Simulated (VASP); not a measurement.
# HfSi3O2 (C2/m) in VASP: single point with PBE

Aim: the single point of HfSi3O2 with PBE.

All numbers are computed with VASP 6.6.1; they aren't measurements. Logs are shortened: lines on timing, memory, paths and dates and some standing lists are left out, and cuts for length are marked.

### 1 The cell of the first run

It takes space group C2/m (No. 12, monoclinic). The conventional cell has a = 5.310 Å, b = 5.214 Å, c = 12.428 Å, α = 90.00°, β = 96.11°, γ = 90.00°. Within 2.8 Å of Hf (site symmetry m) lie 4 O at 2.09 Å. Si (site symmetry 2) has 4 Si at 2.60 to 2.66 Å and 4 Hf at 2.94 Å and 2 O at 3.23 Å within 3.4 Å. Si (site symmetry 1) has 1 O at 1.76 Å within 2.3 Å. Within 2.3 Å of O (site symmetry 1) lie 1 Si at 1.76 Å and 2 Hf at 2.09 Å.

### 2 Single point, PBE

Contents of INCAR:

```
SYSTEM = HfSi3O2
  ALGO = Normal
  EDIFF = 1E-7
  ENCUT = 520
  GGA = PE
  ISIF = 2
  ISMEAR = 0
  LASPH = .TRUE.
  LCHARG = .FALSE.
  LREAL = .FALSE.
  LWAVE = .FALSE.
  NBANDS = 46
  NELM = 80
  PREC = Accurate
  SIGMA = 0.2
```

Contents of KPOINTS:

```
k-points
0
G
  6 6 2
  0 0 0
```

Contents of POSCAR:

```
HfSi3O2
1.0
   -2.6549999986      2.6070008610     -0.0010709781
   -2.6549999986     -2.6070008610     -0.0010709781
   -1.3286011004      0.0000000000     12.3570835470
Hf Si O
2 6 4
Direct
    0.2039070570      0.2039070570      0.6840608903
    0.7960929430      0.7960929430      0.3159391097
    0.7495024054      0.2504975946      0.5000000000
    0.2504975946      0.7495024054      0.5000000000
    0.1483505619      0.6496324208      0.9038882027
    0.6496324208      0.1483505619      0.9038882027
    0.8516494381      0.3503675792      0.0961117973
    0.3503675792      0.8516494381      0.0961117973
    0.1845842203      0.6846734657      0.7612274593
    0.6846734657      0.1845842203      0.7612274593
    0.8154157797      0.3153265343      0.2387725407
    0.3153265343      0.8154157797      0.2387725407
```

Potentials or basis: VASP PAW PBE potentials, release 64 (Hf_pv, Si, O).

The run is started by

```console
$ cat potpaw_PBE.64/Hf_pv/POTCAR potpaw_PBE.64/Si/POTCAR potpaw_PBE.64/O/POTCAR > POTCAR
$ mpirun -np 1 vasp_std > vasp.out
```

OUTCAR:

```text
SYSTEM = HfSi3O2
   EDIFF = 1E-7
   ENCUT = 520
   GGA = PE
   ISIF = 2
   ISMEAR = 0
   LASPH = .TRUE.
   LREAL = .FALSE.
   NELM = 80
   PREC = Accurate

 ion  position               nearest neighbor table
   1  0.204  0.204  0.684-   9 2.09  10 2.09   9 2.09  10 2.09   3 2.94   4 2.94   3 2.94   4 2.94
                             6 3.29   5 3.29   5 3.29   6 3.29
   2  0.796  0.796  0.316-  12 2.09  11 2.09  11 2.09  12 2.09   3 2.94   4 2.94   3 2.94   4 2.94
                             7 3.29   8 3.29   7 3.29   8 3.29
   3  0.750  0.250  0.500-   4 2.60   4 2.61   4 2.66   4 2.66   2 2.94   1 2.94   2 2.94   1 2.94

   4  0.250  0.750  0.500-   3 2.60   3 2.61   3 2.66   3 2.66   2 2.94   1 2.94   1 2.94   2 2.94

   5  0.148  0.650  0.904-   9 1.76   6 2.60   6 2.61   6 2.66   6 2.66   8 2.72   7 2.72   1 3.29
                             1 3.29
   6  0.650  0.148  0.904-  10 1.76   5 2.60   5 2.61   5 2.66   5 2.66   7 2.72   8 2.72   1 3.29
                             1 3.29
   7  0.852  0.350  0.096-  11 1.76   8 2.60   8 2.61   8 2.66   8 2.66   6 2.72   5 2.72   2 3.29
                             2 3.29
   8  0.350  0.852  0.096-  12 1.76   7 2.60   7 2.61   7 2.66   7 2.66   5 2.72   6 2.72   2 3.29
                             2 3.29
   9  0.185  0.685  0.761-   5 1.76   1 2.09   1 2.09
  10  0.685  0.185  0.761-   6 1.76   1 2.09   1 2.09
  11  0.815  0.315  0.239-   7 1.76   2 2.09   2 2.09
  12  0.315  0.815  0.239-   8 1.76   2 2.09   2 2.09

  LATTYP: Found a base centered monoclinic cell.
 ALAT       =     5.3100004292
 B/A-ratio  =     0.9819211489
 C/A-ratio  =     2.3405463576
 COS(beta)  =    -0.1065001764

  Lattice vectors:

 A1 = (   2.6549999986,  -2.6070008610,   0.0010709781)
 A2 = (   2.6549999986,   2.6070008610,   0.0010709781)
 A3 = (  -1.3286011004,   0.0000000000,  12.3570835470)

Analysis of symmetry for initial positions (statically):
=====================================================================
 Subroutine PRICEL returns:
 Original cell was already a primitive cell.

 Routine SETGRP: Setting up the symmetry group for a
 base centered monoclinic supercell.

 Subroutine GETGRP returns: Found  4 space group operations
 (whereof  4 operations were pure point group operations)
 out of a pool of  4 trial point group operations.

The static configuration has the point symmetry C_2h.

Analysis of symmetry for dynamics (positions and initial velocities):
=====================================================================
 Subroutine PRICEL returns:
 Original cell was already a primitive cell.

 Routine SETGRP: Setting up the symmetry group for a
 base centered monoclinic supercell.

 Subroutine GETGRP returns: Found  4 space group operations
 (whereof  4 operations were pure point group operations)
 out of a pool of  4 trial point group operations.

The dynamic configuration has the point symmetry C_2h.

 Subroutine INISYM returns: Found  4 space group operations
 (whereof  4 operations are pure point group operations),
 and found     1 'primitive' translations

----------------------------------------------------------------------------------------

                                     Primitive cell

  volume of cell :     171.0687

  direct lattice vectors                    reciprocal lattice vectors
    -2.654999999  2.607000861 -0.001070978    -0.188315750  0.191791268 -0.020247214
    -2.654999999 -2.607000861 -0.001070978    -0.188315750 -0.191791268 -0.020247214
    -1.328601100  0.000000000 12.357083547    -0.000032642  0.000000000  0.080921734

  length of vectors
     3.720951441  3.720951441 12.428302164     0.269548997  0.269548997  0.080921741

  position of ions in fractional coordinates (direct lattice)
     0.203907057  0.203907057  0.684060890
     0.796092943  0.796092943  0.315939110
     0.749502405  0.250497595  0.500000000
     0.250497595  0.749502405  0.500000000
     0.148350562  0.649632421  0.903888203
     0.649632421  0.148350562  0.903888203
     0.851649438  0.350367579  0.096111797
     0.350367579  0.851649438  0.096111797
     0.184584220  0.684673466  0.761227459
     0.684673466  0.184584220  0.761227459
     0.815415780  0.315326534  0.238772541
     0.315326534  0.815415780  0.238772541

  ion indices of the primitive-cell ions
   primitive index   ion index
                 1           1
                 2           2
                 3           3
                 4           4
                 5           5
                 6           6
                 7           7
                 8           8
                 9           9
                10          10
                11          11
                12          12

----------------------------------------------------------------------------------------

 KPOINTS: k-points

Automatic generation of k-mesh.
 Grid dimensions read from file:
 generate k-points for:    6    6    2

 Generating k-lattice:

  Cartesian coordinates                     Fractional coordinates (reciprocal lattice)
    -0.031385958  0.031965211 -0.003374536     0.166666667 -0.000000000  0.000000000
    -0.031385958 -0.031965211 -0.003374536    -0.000000000  0.166666667  0.000000000
    -0.000016321  0.000000000  0.040460867     0.000000000  0.000000000  0.500000000

  Length of vectors
     0.044924833  0.044924833  0.040460870

  Shift w.r.t. Gamma in fractional coordinates (k-lattice)
     0.000000000  0.000000000  0.000000000

 Subroutine IBZKPT returns following result:
 ===========================================

 Found     26 irreducible k-points:

 Following reciprocal coordinates:
            Coordinates               Weight
  0.000000  0.000000  0.000000      1.000000
  0.166667  0.000000  0.000000      4.000000
  0.333333 -0.000000  0.000000      4.000000
  0.500000  0.000000 -0.000000      2.000000
  0.166667  0.166667  0.000000      2.000000
  0.333333  0.166667  0.000000      4.000000
[... 16 lines left out ...]
  0.333333  0.333333  0.500000      2.000000
  0.500000  0.333333  0.500000      4.000000
 [... further k-points ...]
   k-points           NKPTS =     26   k-points in BZ     NKDIM =     26   number of bands    NBANDS=     46
   number of dos      NEDOS =    301   number of ions     NIONS =     12
   total plane-waves  NPLWV =  75264
   dimension x,y,z NGX =    28 NGY =   28 NGZ =   96
   dimension x,y,z NGXF=    56 NGYF=   56 NGZF=  192
   ions per type =               2   6   4
   NGX,Y,Z   is equivalent  to a cutoff of  12.51, 12.51, 12.84 a.u.
   NGXF,Y,Z  is equivalent  to a cutoff of  25.02, 25.02, 25.68 a.u.
 SYSTEM =  HfSi3O2
   PREC   = accura    normal or accurate (medium, high low for compatibility)
   ISTART =      0    job   : 0-new  1-cont  2-samecut
   ICHARG =      2    charge: 1-file 2-atom 10-const
   ISPIN  =      1    spin polarized calculation?
   LNONCOLLINEAR =      F non collinear calculations
   LSORBIT =      F    spin-orbit coupling
   LASPH  =      T    aspherical Exc in radial PAW
   ENCUT  =  520.0 eV  38.22 Ry    6.18 a.u.   6.92  6.92 23.11*2*pi/ulx,y,z
   NELM   =     80;   NELMIN=  2; NELMDL= -5     # of ELM steps
   EDIFF  = 0.1E-06   stopping-criterion for ELM
   LREAL  =      F    real-space projection
   EDIFFG = 0.1E-05   stopping-criterion for IOM
   NSW    =      0    number of steps for IOM
   IBRION =     -1    ionic relax: 0-MD 1-quasi-New 2-CG
   NFREE  =      0    steps in history (QN), initial steepest desc. (CG)
   ISIF   =      2    stress and relaxation
   ISYM   =      2    0-nonsym 1-usesym 2-fastsym
   POTIM  = 0.5000    time-step for ionic-motion
   TEBEG  =    0.0;   TEEND  =   0.0 temperature during run
   PSTRESS=    0.0 pullay stress
   NELECT =      68.0000    total number of electrons
   NUPDOWN=      -1.0000    fix difference up-down
   EMIN   =  10.00;   EMAX   =-10.00  energy-range for DOS
   EFERMI =   0.00;   METHOD = LEGACY
   ISMEAR =     0;   SIGMA  =   0.20  broadening in eV -4-tet -1-fermi 0-gaus
   EFERMI_NEDOS =   21; number of points for ismear=-14 and -15
   IALGO  =     38    algorithm
   IMIX   =      4    mixing-type and parameters
     AMIX     =   0.40;   BMIX     =  1.00
     AMIX_MAG =   1.60;   BMIX_MAG =  1.00
  volume/ion in A,a.u.               =      14.26        96.20
  Fermi-wavevector in a.u.,A,eV,Ry     =   1.203707  2.274677 19.713641  1.448912
  Thomas-Fermi vector in A             =   2.339453
   LORBIT       =      0    0 simple, 1 ext, 2 COOP (PROOUT), +10 PAW based schemes
   GGA     = PE    functional components
   LHFCALC =     F    Hartree Fock is set to
   AEXX    =    0.0000 exact exchange contribution
   IVDW    =     0    specifies the selected vdW correction
   LEPSILON=     F    determine dielectric tensor
   LRPA    =     F    only Hartree local field effects (RPA)
 non-spin polarized calculation
 Gauss-broadening in eV      SIGMA  =   0.20
  energy-cutoff  :      520.00
  volume of cell :      171.07
 maximum number of plane-waves:      4639
   NGX = 13   NGY = 13   NGZ = 45

 number of electron      68.0000019 magnetization

 Free energy of the ion-electron system (eV)
  ---------------------------------------------------
  ext. energy  EPLUGINS =         0.00000000
  ---------------------------------------------------
  free energy    TOTEN  =       -88.30046753 eV

  energy without entropy =      -88.25619516  energy(sigma->0) =      -88.27833134

 E-fermi :   7.1124     XC(G=0): -10.8174

 val. band max:        7.0967110226   @ k =   0.0000   0.0000   0.0000
 cond. band min:       7.1241911957   @ k =  -0.3333   0.1667   0.5000
 fundamental gap:      0.0274801732
 Fermi energy:         7.1123756917

 k-point     1 :       0.0000    0.0000    0.0000
  band No.  band energies     occupation
      1     -24.7944      2.00000
      2     -24.7912      2.00000
      3     -24.6993      2.00000
      4     -24.6991      2.00000
      5     -24.6983      2.00000
      6     -24.6981      2.00000
[... 38 lines left out ...]
     45      10.4460      0.00000
     46      11.4087      0.00000
[... 1086 lines left out ...]
      6     -24.7291      2.00000
[... 38 lines left out ...]
     45      11.5135      0.00000
     46      11.5956      0.00000

 [... further k-points ...]
[... 5 lines left out ...]
  --------------------------------------------------------------------------------------
  -------------------------------------------------------------------------------------
  Total       -0.5170600     -0.4309596     -0.9581504      0.0000000      0.0000000     -0.0213384
  in kB       -4.8426272     -4.0362363     -8.9737458      0.0000000      0.0000000     -0.1998487
  external PRESSURE =      -5.9508698 kB  Pullay stress =       0.0000000 kB

 VOLUME and BASIS-vectors are now :
 -----------------------------------------------------------------------------
  energy-cutoff  :      520.00
  volume of cell :      171.07
      direct lattice vectors                 reciprocal lattice vectors
    -2.654999999  2.607000861 -0.001070978    -0.188315750  0.191791268 -0.020247214
    -2.654999999 -2.607000861 -0.001070978    -0.188315750 -0.191791268 -0.020247214
    -1.328601100  0.000000000 12.357083547    -0.000032642  0.000000000  0.080921734

 POSITION                                       TOTAL-FORCE (eV/Angst)
 -----------------------------------------------------------------------------------
     -1.99159      0.00000      8.45256         0.013595      0.000000      0.214133
     -4.64701      0.00000      3.90238        -0.013595      0.000000     -0.214133
     -3.31930      1.30091      6.17747         0.000000      0.014453      0.000000
     -3.31930     -1.30091      6.17747         0.000000     -0.014453      0.000000
     -3.31955     -1.30684     11.16857        -0.000846     -0.014109      0.094991
     -3.31955      1.30684     11.16857        -0.000846      0.014109      0.094991
     -3.31905      1.30684      1.18637         0.000846      0.014109     -0.094991
     -3.31905     -1.30684      1.18637         0.000846     -0.014109     -0.094991
     -3.31925     -1.30373      9.40562        -0.002088      0.005131     -0.230675
     -3.31925      1.30373      9.40562        -0.002088     -0.005131     -0.230675
     -3.31935      1.30373      2.94932         0.002088     -0.005131      0.230675
     -3.31935     -1.30373      2.94932         0.002088      0.005131      0.230675
 -----------------------------------------------------------------------------------
    total drift:                                0.000000     -0.000000     -0.000000

  FREE ENERGIE OF THE ION-ELECTRON SYSTEM (eV)
  ---------------------------------------------------
  free  energy   TOTEN  =       -88.3004675257 eV

  energy  without entropy=      -88.2561951592  energy(sigma->0) =      -88.27833134
```

Run time: 2.6 min. Hardware: 1 thread of Intel Xeon 6975P-C (Granite Rapids), shared host; peak memory 0.36 GiB.

Results:

- Free energy: -88.3005 eV
- Pressure: -0.6 GPa
- Largest force: 0.231 eV/Å
- Band gap on the k mesh: zero (band 34 reaches 7.71 eV, above the bottom of band 35 at 5.20 eV)

Forces on the atoms (eV/Å):
```
Hf   0.014  0.000  0.214
Hf  -0.014  0.000 -0.214
Si   0.000  0.014  0.000
Si   0.000 -0.014  0.000
Si  -0.001 -0.014  0.095
Si  -0.001  0.014  0.095
Si   0.001  0.014 -0.095
Si   0.001 -0.014 -0.095
O   -0.002  0.005 -0.231
O   -0.002 -0.005 -0.231
O    0.002 -0.005  0.231
O    0.002  0.005  0.231
```

Caveat: spin-orbit coupling is left out, which moves the levels of the heavy elements.
